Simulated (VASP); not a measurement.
A run of VASP 6.6.1:

File INCAR:

```
SYSTEM = NaF
  ALGO = Normal
  EDIFF = 1E-6
  ENCUT = 520
  GGA = PS
  ISIF = 2
  ISMEAR = -1
  IVDW = 13
  LASPH = .True.
  LCHARG = .True.
  LELF = .True.
  LREAL = .False.
  LVHAR = .True.
  LWAVE = .False.
  NBANDS = 14
  NELM = 60
  PREC = Accurate
  SIGMA = 0.05
```

KPOINTS

```
k-points
0
Gamma
  10 10 10
  0 0 0
```

Contents of POSCAR:

```
NaF
1.0
    0.0000000000      2.3084627191      2.3084627191
    2.3084627191      0.0000000000      2.3084627191
    2.3084627191      2.3084627191      0.0000000000
Na F
1 1
Direct
    0.0000000000      0.0000000000      0.0000000000
    0.5000000000      0.5000000000      0.5000000000
```

Potentials or basis: VASP PAW PBE potentials, release 64 (Na_pv, F).

Launch:

```bash
$ cat potpaw_PBE.64/Na_pv/POTCAR potpaw_PBE.64/F/POTCAR > POTCAR
$ mpirun -np 1 vasp_std > vasp.out
```

Hardware: 1 thread of AMD EPYC 7R13 Processor (Zen 3) (shared host).

Q: Estimate the wall time of this run.

A: Run time: 10 s on 1 thread of AMD EPYC 7R13 Processor (Zen 3), with other jobs on the host, peak memory 0.11 GiB. Counts: scf iterations 12, k points 47.
